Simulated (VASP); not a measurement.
# GaN in VASP: single point with PBE

Aim: the single point of GaN with PBE.

All numbers are computed with VASP 6.6.1; they aren't measurements. Logs are shortened: lines on timing, memory, paths and dates and some standing lists are left out, and cuts for length are marked.

## (1) The cell of the first run

The typed cell holds 4 atoms: a = 3.219 Å, b = 3.219 Å, c = 5.244 Å, α = 90.00°, β = 90.00°, γ = 120.00°.

## (2) Single point, PBE

INCAR

```
SYSTEM = GaN
PREC = Accurate
ENCUT = 600
EDIFF = 1E-6
ISMEAR = -1
SIGMA = 0.01
LREAL = .FALSE.
LASPH = .TRUE.
NELM = 120
ALGO = Normal
ISIF = 2
LWAVE = .FALSE.
LCHARG = .FALSE.
GGA = PE
NBANDS = 26
GGA_COMPAT = .FALSE.
```

KPOINTS

```
regular mesh
0
G
  10 10 5
  0 0 0
```

POSCAR

```
GaN
1.0
    3.2186213459      0.0000000000      0.0000000000
   -1.6093106730      2.7874078507      0.0000000000
    0.0000000000      0.0000000000      5.2435339944
Ga N
2 2
Direct
    0.6686570285      0.3312209303      0.4986569161
    0.3312209298      0.6686570285      0.9986569162
    0.6652248394      0.3348972017      0.8763430840
    0.3348972012      0.6652248394      0.3763430840
```

Potentials or basis: VASP PAW PBE potentials, release 64 (Ga_d, N).

The run is started by

```
> cat potpaw_PBE.64/Ga_d/POTCAR potpaw_PBE.64/N/POTCAR > POTCAR
> mpirun -np 1 vasp_std > vasp.out
```

OUTCAR:

```text
SYSTEM = GaN
   PREC = Accurate
   ENCUT = 600
   EDIFF = 1E-6
   ISMEAR = -1
   LREAL = .FALSE.
   LASPH = .TRUE.
   NELM = 120
   ISIF = 2
   GGA = PE

 ion  position               nearest neighbor table
   1  0.669  0.331  0.499-   4 1.96   4 1.96   4 1.97   3 1.98
   2  0.331  0.669  0.999-   3 1.96   3 1.96   3 1.97   4 1.98
   3  0.665  0.335  0.876-   2 1.96   2 1.96   2 1.97   1 1.98
   4  0.335  0.665  0.376-   1 1.96   1 1.96   1 1.97   2 1.98

  LATTYP: Found a hexagonal cell.
 ALAT       =     3.2186213459
 C/A-ratio  =     1.6291242215

  Lattice vectors:

 A1 = (   3.2186213459,   0.0000000000,   0.0000000000)
 A2 = (  -1.6093106730,   2.7874078507,   0.0000000000)
 A3 = (   0.0000000000,   0.0000000000,   5.2435339944)

Analysis of symmetry for initial positions (statically):
=====================================================================
 Subroutine PRICEL returns:
 Original cell was already a primitive cell.

 Routine SETGRP: Setting up the symmetry group for a
 hexagonal supercell.

 Subroutine GETGRP returns: Found  2 space group operations
 (whereof  1 operations were pure point group operations)
 out of a pool of 24 trial point group operations.

The static configuration has the point symmetry C_1 .
 The point group associated with its full space group is C_1h.

Analysis of symmetry for dynamics (positions and initial velocities):
=====================================================================
 Subroutine PRICEL returns:
 Original cell was already a primitive cell.

 Routine SETGRP: Setting up the symmetry group for a
 hexagonal supercell.

 Subroutine GETGRP returns: Found  2 space group operations
 (whereof  1 operations were pure point group operations)
 out of a pool of 24 trial point group operations.

The dynamic configuration has the point symmetry C_1 .
 The point group associated with its full space group is C_1h.

 Subroutine INISYM returns: Found  2 space group operations
 (whereof  1 operations are pure point group operations),
 and found     1 'primitive' translations

----------------------------------------------------------------------------------------

                                     Primitive cell

  volume of cell :      47.0429

  direct lattice vectors                    reciprocal lattice vectors
     3.218621346  0.000000000  0.000000000     0.310692030  0.179378127  0.000000000
    -1.609310673  2.787407851  0.000000000     0.000000000  0.358756254  0.000000000
     0.000000000  0.000000000  5.243533994     0.000000000  0.000000000  0.190711074

  length of vectors
     3.218621346  3.218621346  5.243533994     0.358756254  0.358756254  0.190711074

  position of ions in fractional coordinates (direct lattice)
     0.668657029  0.331220930  0.498656916
     0.331220930  0.668657029  0.998656916
     0.665224839  0.334897202  0.876343084
     0.334897201  0.665224839  0.376343084

  ion indices of the primitive-cell ions
   primitive index   ion index
                 1           1
                 2           2
                 3           3
                 4           4

----------------------------------------------------------------------------------------

 KPOINTS: regular mesh

Automatic generation of k-mesh.
 Grid dimensions read from file:
 generate k-points for:   10   10    5

 Generating k-lattice:

  Cartesian coordinates                     Fractional coordinates (reciprocal lattice)
     0.031069203  0.017937813  0.000000000     0.100000000  0.000000000  0.000000000
     0.000000000  0.035875625  0.000000000     0.000000000  0.100000000  0.000000000
     0.000000000  0.000000000  0.038142215     0.000000000  0.000000000  0.200000000

  Length of vectors
     0.035875625  0.035875625  0.038142215

  Shift w.r.t. Gamma in fractional coordinates (k-lattice)
     0.000000000  0.000000000  0.000000000

 Subroutine IBZKPT returns following result:
 ===========================================

 Found    141 irreducible k-points:

 Following reciprocal coordinates:
            Coordinates               Weight
  0.000000  0.000000  0.000000      1.000000
  0.100000 -0.000000  0.000000      4.000000
 -0.100000  0.100000  0.000000      2.000000
  0.200000 -0.000000  0.000000      4.000000
 -0.200000  0.200000  0.000000      2.000000
  0.300000  0.000000  0.000000      4.000000
[... 16 lines left out ...]
  0.200000  0.200000  0.000000      2.000000
 -0.200000  0.400000  0.000000      4.000000
 [... further k-points ...]
   k-points           NKPTS =    141   k-points in BZ     NKDIM =    141   number of bands    NBANDS=     26
   number of dos      NEDOS =    301   number of ions     NIONS =      4
   total plane-waves  NPLWV =  32928
   dimension x,y,z NGX =    28 NGY =   28 NGZ =   42
   dimension x,y,z NGXF=    56 NGYF=   56 NGZF=   84
   ions per type =               2   2
   NGX,Y,Z   is equivalent  to a cutoff of  14.46, 14.46, 13.32 a.u.
   NGXF,Y,Z  is equivalent  to a cutoff of  28.92, 28.92, 26.63 a.u.
 SYSTEM =  GaN
   PREC   = accura    normal or accurate (medium, high low for compatibility)
   ISTART =      0    job   : 0-new  1-cont  2-samecut
   ICHARG =      2    charge: 1-file 2-atom 10-const
   ISPIN  =      1    spin polarized calculation?
   LNONCOLLINEAR =      F non collinear calculations
   LSORBIT =      F    spin-orbit coupling
   LASPH  =      T    aspherical Exc in radial PAW
   ENCUT  =  600.0 eV  44.10 Ry    6.64 a.u.   6.43  6.43 10.47*2*pi/ulx,y,z
   NELM   =    120;   NELMIN=  2; NELMDL= -5     # of ELM steps
   EDIFF  = 0.1E-05   stopping-criterion for ELM
   LREAL  =      F    real-space projection
   EDIFFG = 0.1E-04   stopping-criterion for IOM
   NSW    =      0    number of steps for IOM
   IBRION =     -1    ionic relax: 0-MD 1-quasi-New 2-CG
   NFREE  =      0    steps in history (QN), initial steepest desc. (CG)
   ISIF   =      2    stress and relaxation
   ISYM   =      2    0-nonsym 1-usesym 2-fastsym
   POTIM  = 0.5000    time-step for ionic-motion
   TEBEG  =    0.0;   TEEND  =   0.0 temperature during run
   PSTRESS=    0.0 pullay stress
   NELECT =      36.0000    total number of electrons
   NUPDOWN=      -1.0000    fix difference up-down
   EMIN   =  10.00;   EMAX   =-10.00  energy-range for DOS
   EFERMI =   0.00;   METHOD = LEGACY
   ISMEAR =    -1;   SIGMA  =   0.01  broadening in eV -4-tet -1-fermi 0-gaus
   EFERMI_NEDOS =   21; number of points for ismear=-14 and -15
   IALGO  =     38    algorithm
   IMIX   =      4    mixing-type and parameters
     AMIX     =   0.40;   BMIX     =  1.00
     AMIX_MAG =   1.60;   BMIX_MAG =  1.00
  volume/ion in A,a.u.               =      11.76        79.37
  Fermi-wavevector in a.u.,A,eV,Ry     =   1.497422  2.829717 30.507965  2.242272
  Thomas-Fermi vector in A             =   2.609312
   LORBIT       =      0    0 simple, 1 ext, 2 COOP (PROOUT), +10 PAW based schemes
   GGA     = PE    functional components
   LHFCALC =     F    Hartree Fock is set to
   AEXX    =    0.0000 exact exchange contribution
   IVDW    =     0    specifies the selected vdW correction
   LEPSILON=     F    determine dielectric tensor
   LRPA    =     F    only Hartree local field effects (RPA)
 non-spin polarized calculation
  energy-cutoff  :      600.00
  volume of cell :       47.04
 maximum number of plane-waves:      1591
 NGX is ok and might be reduce to    28
   NGX = 13   NGY = 13   NGZ = 21

 number of electron      36.0000002 magnetization

 Free energy of the ion-electron system (eV)
  ---------------------------------------------------
  ext. energy  EPLUGINS =         0.00000000
  ---------------------------------------------------
  free energy    TOTEN  =       -24.32974457 eV

  energy without entropy =      -24.32974457  energy(sigma->0) =      -24.32974457

 E-fermi :   5.2819     XC(G=0): -11.5138

 val. band max:        5.0111687963   @ k =   0.0000   0.0000   0.0000
 cond. band min:       6.7216539220   @ k =   0.0000   0.0000   0.0000
 fundamental gap:      1.7104851257
 Fermi energy:         5.2818590821

 k-point     1 :       0.0000    0.0000    0.0000
  band No.  band energies     occupation
      1     -10.7281      2.00000
      2      -9.9078      2.00000
      3      -8.4129      2.00000
      4      -8.4023      2.00000
      5      -8.3996      2.00000
      6      -8.3463      2.00000
[... 18 lines left out ...]
     25      16.4621      0.00000
     26      16.5115      0.00000

 k-point     2 :       0.1000   -0.0000    0.0000
  band No.  band energies     occupation
      1     -10.6363      2.00000
      2      -9.8853      2.00000
      3      -8.4052      2.00000
      4      -8.3871      2.00000
      5      -8.3667      2.00000
      6      -8.3342      2.00000
[... 18 lines left out ...]
     25      16.0436      0.00000
     26      16.7079      0.00000

 k-point     3 :      -0.1000    0.1000    0.0000
  band No.  band energies     occupation
      1     -10.6365      2.00000
      2      -9.8855      2.00000
      3      -8.4043      2.00000
      4      -8.3891      2.00000
      5      -8.3653      2.00000
      6      -8.3353      2.00000
[... 18 lines left out ...]
     25      16.1014      0.00000
     26      16.6784      0.00000

 k-point     4 :       0.2000   -0.0000    0.0000
  band No.  band energies     occupation
      1     -10.4010      2.00000
      2      -9.8351      2.00000
      3      -8.3767      2.00000
      4      -8.3583      2.00000
      5      -8.3060      2.00000
      6      -8.2811      2.00000
[... 18 lines left out ...]
     25      16.2089      0.00000
     26      17.1634      0.00000

 k-point     5 :      -0.2000    0.2000    0.0000
  band No.  band energies     occupation
      1     -10.4020      2.00000
      2      -9.8357      2.00000
      3      -8.3750      2.00000
      4      -8.3603      2.00000
      5      -8.3084      2.00000
      6      -8.2798      2.00000
[... 18 lines left out ...]
     25      16.2755      0.00000
     26      17.1622      0.00000

 k-point     6 :       0.3000    0.0000    0.0000
  band No.  band energies     occupation
      1     -10.1377      2.00000
      2      -9.7902      2.00000
      3      -8.3544      2.00000
      4      -8.3372      2.00000
      5      -8.2637      2.00000
      6      -8.2241      2.00000
[... 427 lines left out ...]
 k-point    21 :      -0.1000    0.5000    0.0000
  band No.  band energies     occupation
      1      -9.9056      2.00000
      2      -9.7624      2.00000
      3      -8.3597      2.00000
      4      -8.3241      2.00000
      5      -8.2285      2.00000
      6      -8.2054      2.00000
[... 18 lines left out ...]
     25      17.1551      0.00000
     26      18.2383      0.00000

 k-point    22 :       0.5000    0.4000    0.0000
  band No.  band energies     occupation
      1      -9.9091      2.00000
      2      -9.7622      2.00000
      3      -8.3606      2.00000
      4      -8.3247      2.00000
      5      -8.2301      2.00000
      6      -8.2006      2.00000
[... 18 lines left out ...]
     25      17.1352      0.00000
     26      18.1399      0.00000

 k-point    23 :       0.2000    0.2000    0.0000
  band No.  band energies     occupation
      1     -10.0291      2.00000
      2      -9.7759      2.00000
      3      -8.3627      2.00000
      4      -8.3105      2.00000
      5      -8.2507      2.00000
      6      -8.2223      2.00000
[... 18 lines left out ...]
     25      15.7215      0.00000
     26      18.4890      0.00000

 k-point    24 :      -0.2000    0.4000    0.0000
  band No.  band energies     occupation
      1     -10.0304      2.00000
      2      -9.7766      2.00000
      3      -8.3649      2.00000
      4      -8.3089      2.00000
      5      -8.2520      2.00000
      6      -8.2249      2.00000
[... 18 lines left out ...]
     25      15.6207      0.00000
     26      18.4927      0.00000

 [... further k-points ...]

------------------------ aborting loop because EDIFF is reached ----------------------------------------

  FORCE on cell =-STRESS in cart. coord.  units (eV):
  Direction    XX          YY          ZZ          XY          YZ          ZX
  --------------------------------------------------------------------------------------
  -------------------------------------------------------------------------------------
  Total        0.0193845      0.0384066     -0.0881713      0.0164736      0.0031989      0.0018469
  in kB        0.6601932      1.3080434     -3.0029170      0.5610548      0.1089471      0.0629005
  external PRESSURE =      -0.3448935 kB  Pullay stress =       0.0000000 kB

 VOLUME and BASIS-vectors are now :
 -----------------------------------------------------------------------------
  energy-cutoff  :      600.00
  volume of cell :       47.04
      direct lattice vectors                 reciprocal lattice vectors
     3.218621346  0.000000000  0.000000000     0.310692030  0.179378127  0.000000000
    -1.609310673  2.787407851  0.000000000     0.000000000  0.358756254  0.000000000
     0.000000000  0.000000000  5.243533994     0.000000000  0.000000000  0.190711074

 POSITION                                       TOTAL-FORCE (eV/Angst)
 -----------------------------------------------------------------------------------
      1.61912      0.92325      2.61472        -0.051273      0.034985      0.053357
     -0.01000      1.86382      5.23649         0.055935     -0.026911      0.053357
      1.60215      0.93350      4.59513        -0.003276     -0.003491     -0.053357
      0.00735      1.85425      1.97337        -0.001385     -0.004583     -0.053357
 -----------------------------------------------------------------------------------
    total drift:                                0.000005      0.000008      0.000348

  FREE ENERGIE OF THE ION-ELECTRON SYSTEM (eV)
  ---------------------------------------------------
  free  energy   TOTEN  =       -24.3297445656 eV

  energy  without entropy=      -24.3297445656  energy(sigma->0) =      -24.32974457
```

It took 2.9 min on 1 thread of Intel Xeon Platinum 8375C at 2.90GHz (Ice Lake), shared host; peak memory 0.3 GiB.

What came out:

```yaml
Free_energy: -24.3297 eV
Pressure: 0.0 GPa
Largest_force: 0.082 eV/Å
Band_gap_on_the_k_mesh: 1.71 eV
```

Forces in eV/Å, atoms in the order of the input:
```
Ga  -0.051  0.035  0.053
Ga   0.056 -0.027  0.053
N   -0.003 -0.003 -0.053
N   -0.001 -0.005 -0.053
```
